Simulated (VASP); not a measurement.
# SiC (P6_3mc) in VASP: a series of runs

The runs below take SiC through single point, relaxation of cell and atoms, with PBE.

Everything below comes from runs of VASP 6.6.1. Logs are shortened: lines on timing, memory, paths and dates and some standing lists are left out, and cuts for length are marked.

### Step 1. The cell of the first run

It takes space group P6_3mc (No. 186, hexagonal). The conventional cell has a = 3.095 Å, b = 3.095 Å, c = 15.187 Å, α = 90.00°, β = 90.00°, γ = 120.00°. Si (site symmetry 3m) has 4 C at 1.89 to 1.90 Å within 2.5 Å. Within 2.5 Å of Si (site symmetry 3m) lie 4 C at 1.89 to 1.90 Å. Within 2.5 Å of Si (site symmetry 3m) lie 4 C at 1.90 Å. C (site symmetry 3m) has 4 Si at 1.89 to 1.90 Å within 2.5 Å. C (site symmetry 3m) has 4 Si at 1.89 to 1.90 Å within 2.5 Å. Within 2.5 Å of C (site symmetry 3m) lie 4 Si at 1.90 Å.

### Step 2. Single point, PBE

File INCAR:

```
ALGO = Normal
EDIFF = 1E-6
ENCUT = 520
GGA = PE
ISIF = 2
ISMEAR = 0
LASPH = T
LCHARG = T
LELF = T
LREAL = F
LVHAR = T
LWAVE = F
NBANDS = 36
NELM = 80
PREC = Accurate
SIGMA = 0.02
```

File KPOINTS:

```
k-points
0
Gamma
  12 12 2
```

File POSCAR:

```
SiC
1.0
    3.0950015821      0.0000000029      0.0000000000
   -1.5475007936      2.6803499934      0.0000000000
    0.0000000000      0.0000000000     15.1865709572
Si C
6 6
Direct
    0.3333333333      0.6666666667      0.8329927008
    0.6666666667      0.3333333333      0.3329927008
    0.6666666667      0.3333333333      0.6665012400
    0.3333333333      0.6666666667      0.1665012400
    0.0000000000      0.0000000000      0.4997230252
    0.0000000000      0.0000000000      0.9997230252
    0.0000000000      0.0000000000      0.8743713553
    0.0000000000      0.0000000000      0.3743713553
    0.3333333333      0.6666666667      0.7079991941
    0.6666666667      0.3333333333      0.2079991941
    0.6666666667      0.3333333333      0.5415134847
    0.3333333333      0.6666666667      0.0415134847
```

Potentials or basis: VASP PAW PBE potentials, release 64 (Si, C).

On the command line:

```bash
> cat potpaw_PBE.64/Si/POTCAR potpaw_PBE.64/C/POTCAR > POTCAR
> mpirun -np 1 vasp_std > vasp.out
```

OUTCAR:

```text
EDIFF = 1E-6
   ENCUT = 520
   GGA = PE
   ISIF = 2
   ISMEAR = 0
   LASPH = T
   LREAL = F
   NELM = 80
   PREC = Accurate

 ion  position               nearest neighbor table
   1  0.333  0.667  0.833-   7 1.89   7 1.89   7 1.89   9 1.90   3 3.10   3 3.10   3 3.10   6 3.10
                             6 3.10   6 3.10
   2  0.667  0.333  0.333-   8 1.89   8 1.89   8 1.89  10 1.90   4 3.10   4 3.10   4 3.10   5 3.10
                             5 3.10   5 3.10
   3  0.667  0.333  0.667-   9 1.89   9 1.89   9 1.89  11 1.90   1 3.10   1 3.10   1 3.10   5 3.10
                             5 3.10   5 3.10
   4  0.333  0.667  0.167-  10 1.89  10 1.89  10 1.89  12 1.90   2 3.10   2 3.10   2 3.10   6 3.10
                             6 3.10   6 3.10
   5  0.000  0.000  0.500-  11 1.90  11 1.90  11 1.90   8 1.90   2 3.10   2 3.10   2 3.10   3 3.10
                             3 3.10   3 3.10
   6  0.000  0.000  1.000-  12 1.90  12 1.90  12 1.90   7 1.90   1 3.10   1 3.10   1 3.10   4 3.10
                             4 3.10   4 3.10
   7  0.000  0.000  0.874-   1 1.89   1 1.89   1 1.89   6 1.90
   8  0.000  0.000  0.374-   2 1.89   2 1.89   2 1.89   5 1.90
   9  0.333  0.667  0.708-   3 1.89   3 1.89   3 1.89   1 1.90
  10  0.667  0.333  0.208-   4 1.89   4 1.89   4 1.89   2 1.90
  11  0.667  0.333  0.542-   5 1.90   5 1.90   5 1.90   3 1.90
  12  0.333  0.667  0.042-   6 1.90   6 1.90   6 1.90   4 1.90

  LATTYP: Found a hexagonal cell.
 ALAT       =     3.0950015821
 C/A-ratio  =     4.9068055555

  Lattice vectors:

 A1 = (   3.0950015821,   0.0000000029,   0.0000000000)
 A2 = (  -1.5475007936,   2.6803499934,   0.0000000000)
 A3 = (   0.0000000000,   0.0000000000,  15.1865709572)

Analysis of symmetry for initial positions (statically):
=====================================================================
 Subroutine PRICEL returns:
 Original cell was already a primitive cell.

 Routine SETGRP: Setting up the symmetry group for a
 hexagonal supercell.

 Subroutine GETGRP returns: Found 12 space group operations
 (whereof  6 operations were pure point group operations)
 out of a pool of 24 trial point group operations.

The static configuration has the point symmetry C_3v.
 The point group associated with its full space group is C_6v.

Analysis of symmetry for dynamics (positions and initial velocities):
=====================================================================
 Subroutine PRICEL returns:
 Original cell was already a primitive cell.

 Routine SETGRP: Setting up the symmetry group for a
 hexagonal supercell.

 Subroutine GETGRP returns: Found 12 space group operations
 (whereof  6 operations were pure point group operations)
[... 139 lines left out ...]
   EFERMI_NEDOS =   21; number of points for ismear=-14 and -15
   IALGO  =     38    algorithm
   IMIX   =      4    mixing-type and parameters
     AMIX     =   0.40;   BMIX     =  1.00
     AMIX_MAG =   1.60;   BMIX_MAG =  1.00
  volume/ion in A,a.u.               =      10.50        70.85
  Fermi-wavevector in a.u.,A,eV,Ry     =   1.186819  2.242763 19.164346  1.408540
  Thomas-Fermi vector in A             =   2.322984
   LORBIT       =      0    0 simple, 1 ext, 2 COOP (PROOUT), +10 PAW based schemes
   GGA     = PE    functional components
   LHFCALC =     F    Hartree Fock is set to
   AEXX    =    0.0000 exact exchange contribution
   IVDW    =     0    specifies the selected vdW correction
   LEPSILON=     F    determine dielectric tensor
   LRPA    =     F    only Hartree local field effects (RPA)
 non-spin polarized calculation
 Gauss-broadening in eV      SIGMA  =   0.02
  energy-cutoff  :      520.00
  volume of cell :      125.98
 maximum number of plane-waves:      3444
 NGX is ok and might be reduce to    24
   NGX = 11   NGY = 11   NGZ = 57

 number of electron      48.0000002 magnetization

 Free energy of the ion-electron system (eV)
  ---------------------------------------------------
  ext. energy  EPLUGINS =         0.00000000
  ---------------------------------------------------
  free energy    TOTEN  =       -90.37376100 eV

  energy without entropy =      -90.37376100  energy(sigma->0) =      -90.37376100

 E-fermi :   8.1445     XC(G=0): -11.2906

 val. band max:        7.9886843962   @ k =   0.0000   0.0000   0.0000
 cond. band min:      10.0179266969   @ k =   0.5000  -0.0000   0.0000
 fundamental gap:      2.0292423007
 Fermi energy:         8.1445407218

 k-point     1 :       0.0000    0.0000    0.0000
  band No.  band energies     occupation
      1      -7.3523      2.00000
      2      -6.8369      2.00000
      3      -6.8019      2.00000
      4      -5.3269      2.00000
      5      -5.2985      2.00000
      6      -3.8404      2.00000
[... 925 lines left out ...]
     35      15.8187      0.00000
     36      15.8189      0.00000

 [... further k-points ...]

------------------------ aborting loop because EDIFF is reached ----------------------------------------

  FORCE on cell =-STRESS in cart. coord.  units (eV):
  Direction    XX          YY          ZZ          XY          YZ          ZX
  --------------------------------------------------------------------------------------
  -------------------------------------------------------------------------------------
  Total       -0.0401353     -0.0401353     -0.0364870      0.0000000      0.0000000      0.0000000
  in kB       -0.5104170     -0.5104170     -0.4640202      0.0000000      0.0000000      0.0000000
  external PRESSURE =      -0.4949514 kB  Pullay stress =       0.0000000 kB

 VOLUME and BASIS-vectors are now :
 -----------------------------------------------------------------------------
  energy-cutoff  :      520.00
  volume of cell :      125.98
      direct lattice vectors                 reciprocal lattice vectors
     3.095001582  0.000000003  0.000000000     0.323101612  0.186542803  0.000000000
    -1.547500794  2.680349993  0.000000000    -0.000000000  0.373085605  0.000000000
     0.000000000  0.000000000 15.186570957     0.000000000  0.000000000  0.065847649

 POSITION                                       TOTAL-FORCE (eV/Angst)
 -----------------------------------------------------------------------------------
     -0.00000      1.78690     12.65030         0.000000     -0.000000     -0.000871
      1.54750      0.89345      5.05702        -0.000000      0.000000     -0.000871
      1.54750      0.89345     10.12187         0.000000     -0.000000     -0.000474
     -0.00000      1.78690      2.52858        -0.000000      0.000000     -0.000474
      0.00000      0.00000      7.58908        -0.000000      0.000000      0.001459
      0.00000      0.00000     15.18236        -0.000000      0.000000      0.001459
      0.00000      0.00000     13.27870        -0.000000      0.000000     -0.000245
      0.00000      0.00000      5.68542         0.000000     -0.000000     -0.000245
     -0.00000      1.78690     10.75208        -0.000000      0.000000     -0.000112
      1.54750      0.89345      3.15879         0.000000     -0.000000     -0.000112
      1.54750      0.89345      8.22373         0.000000      0.000000      0.000243
     -0.00000      1.78690      0.63045         0.000000      0.000000      0.000243
 -----------------------------------------------------------------------------------
    total drift:                                0.000000      0.000000     -0.000675

  FREE ENERGIE OF THE ION-ELECTRON SYSTEM (eV)
  ---------------------------------------------------
  free  energy   TOTEN  =       -90.3737609991 eV

  energy  without entropy=      -90.3737609991  energy(sigma->0) =      -90.37376100
```

OSZICAR:

```text
N       E                     dE             d eps       ncg     rms          rms(c)
DAV:   1     0.124376042932E+03    0.12438E+03   -0.21653E+04  2736   0.119E+03
DAV:   2    -0.891878463292E+02   -0.21356E+03   -0.20018E+03  3584   0.210E+02
DAV:   3    -0.101073720950E+03   -0.11886E+02   -0.11803E+02  3608   0.469E+01
DAV:   4    -0.101253735727E+03   -0.18001E+00   -0.17962E+00  3472   0.662E+00
DAV:   5    -0.101257631239E+03   -0.38955E-02   -0.38920E-02  3520   0.928E-01    0.212E+01
DAV:   6    -0.906430514965E+02    0.10615E+02   -0.31664E+01  3384   0.207E+01    0.945E+00
DAV:   7    -0.904213643000E+02    0.22169E+00   -0.30854E+00  3608   0.667E+00    0.409E+00
DAV:   8    -0.903773240292E+02    0.44040E-01   -0.18845E-01  3288   0.175E+00    0.128E+00
DAV:   9    -0.903729037527E+02    0.44203E-02   -0.28083E-02  3396   0.775E-01    0.184E-01
DAV:  10    -0.903736082884E+02   -0.70454E-03   -0.22865E-03  3464   0.204E-01    0.956E-02
DAV:  11    -0.903737568199E+02   -0.14853E-03   -0.33125E-04  3188   0.985E-02    0.192E-02
DAV:  12    -0.903737591062E+02   -0.22863E-05   -0.12502E-05  3592   0.168E-02    0.844E-03
DAV:  13    -0.903737606201E+02   -0.15139E-05   -0.13622E-06  2308   0.569E-03    0.194E-03
DAV:  14    -0.903737609991E+02   -0.37893E-06   -0.20451E-07  1956   0.209E-03
   1 F= -.90373761E+02 E0= -.90373761E+02  d E =-.331276E-30
```

Wall time 1.8 min (1 thread of AMD EPYC 9R45 (Zen 5), shared host); peak memory 0.27 GiB.

Results:

```
Free energy            : -90.3738 eV
Pressure               : 0.0 GPa
Band gap on the k mesh : 2.03 eV (least direct gap 3.12 eV)
```

### Step 3. Relaxation of cell and atoms, PBE

This run uses another cell than the first one, of 10.31 Å³/atom.

File INCAR:

```
SYSTEM = SiC
PREC = Accurate
ENCUT = 600
EDIFF = 1E-7
ISMEAR = 0
SIGMA = 0.02
LREAL = .FALSE.
LASPH = .TRUE.
NELM = 100
ALGO = Normal
ISIF = 3
LWAVE = .FALSE.
LCHARG = .FALSE.
GGA = PE
IBRION = 2
NSW = 100
EDIFFG = -0.005
```

File KPOINTS:

```
regular mesh
0
G
  12 12 2
  0 0 0
```

File POSCAR:

```
SiC
1.0
    3.0766210100      0.0000000000      0.0000000000
   -1.5383105100      2.6644319500      0.0000000000
    0.0000000000      0.0000000000     15.0980843200
Si C
6 6
Direct
    0.3333333300      0.6666666700      0.8329861500
    0.6666666700      0.3333333300      0.3329861500
    0.6666666700      0.3333333300      0.6665006000
    0.3333333300      0.6666666700      0.1665006000
    0.0000000000      0.0000000000      0.4997294200
    0.0000000000      0.0000000000      0.9997294200
    0.0000000000      0.0000000000      0.8743664100
    0.0000000000      0.0000000000      0.3743664100
    0.3333333300      0.6666666700      0.7079967800
    0.6666666700      0.3333333300      0.2079967800
    0.6666666700      0.3333333300      0.5415216400
    0.3333333300      0.6666666700      0.0415216400
```

Potentials or basis: VASP PAW PBE potentials, release 64 (Si, C).

On the command line:

```bash
> cat potpaw_PBE.64/Si/POTCAR potpaw_PBE.64/C/POTCAR > POTCAR
> mpirun -np 1 vasp_std > vasp.out
```

Wall time 6.6 min (1 thread of AMD EPYC 9R45 (Zen 5), shared host); peak memory 0.35 GiB.

The run converged. Its results:

* Free energy: -90.3798 eV
* Relaxed volume: 10.49 Å³/atom
* Relaxed cell: a = 3.094 Å, b = 3.094 Å, c = 15.181 Å, α = 90.00°, β = 90.00°, γ = 120.00°
* Space group after relaxing (to 0.1 Å): P6_3mc (No. 186)
* Energy gained by relaxing: 2.0 meV/atom
* Ionic steps: 6
* Pressure after relaxing: 0.1 GPa
* Band gap on the k mesh: 2.03 eV (least direct gap 3.12 eV)

The path:
| step | energy change (eV) | largest force (eV/Å) | pressure (GPa) | volume (Å³) |
| --- | --- | --- | --- | --- |
| 1 | 0.0000 | 0.0075 | 3.72 | 123.77 |
| 2 | 0.0013 | 0.0173 | -3.59 | 128.10 |
| 3 | -0.0241 | 0.0053 | 0.00 | 125.88 |
| 4 | -0.0241 | 0.0050 | 0.07 | 125.84 |
| 5 | -0.0241 | 0.0048 | 0.07 | 125.84 |
| 6 | -0.0241 | 0.0007 | 0.07 | 125.84 |

Final structure:
```yaml
crystal:
  lattice:
    - [3.09380, 0.00000, 0.00000]
    - [-1.54690, 2.67931, 0.00000]
    - [0.00000, 0.00000, 15.18094]
  atoms:
    - { symbol: Si, position: [0.33333, 0.66667, 0.83299] }
    - { symbol: Si, position: [0.66667, 0.33333, 0.33299] }
    - { symbol: Si, position: [0.66667, 0.33333, 0.66650] }
    - { symbol: Si, position: [0.33333, 0.66667, 0.16650] }
    - { symbol: Si, position: [0.00000, 0.00000, 0.49973] }
    - { symbol: Si, position: [0.00000, 0.00000, 0.99973] }
    - { symbol: C, position: [0.00000, 0.00000, 0.87437] }
    - { symbol: C, position: [0.00000, 0.00000, 0.37437] }
    - { symbol: C, position: [0.33333, 0.66667, 0.70800] }
    - { symbol: C, position: [0.66667, 0.33333, 0.20800] }
    - { symbol: C, position: [0.66667, 0.33333, 0.54151] }
    - { symbol: C, position: [0.33333, 0.66667, 0.04151] }
```

Levels at points of the mesh, in eV from the valence-band top:
```csv
k point,band 21,band 22,band 23,band 24,band 25,band 26,band 27,band 28
"(0.00, 0.00, 0.00)",-0.30,-0.04,0.00,0.00,5.06,5.23,5.64,6.15
"(0.50, 0.00, 0.00)",-1.80,-1.77,-1.65,-1.10,2.03,2.21,3.19,3.87
"(0.00, 0.00, 0.50)",-0.10,-0.10,-0.10,-0.10,5.13,5.13,5.87,5.87
"(0.50, 0.00, 0.50)",-1.70,-1.70,-1.30,-1.30,2.07,2.07,3.41,3.41
```
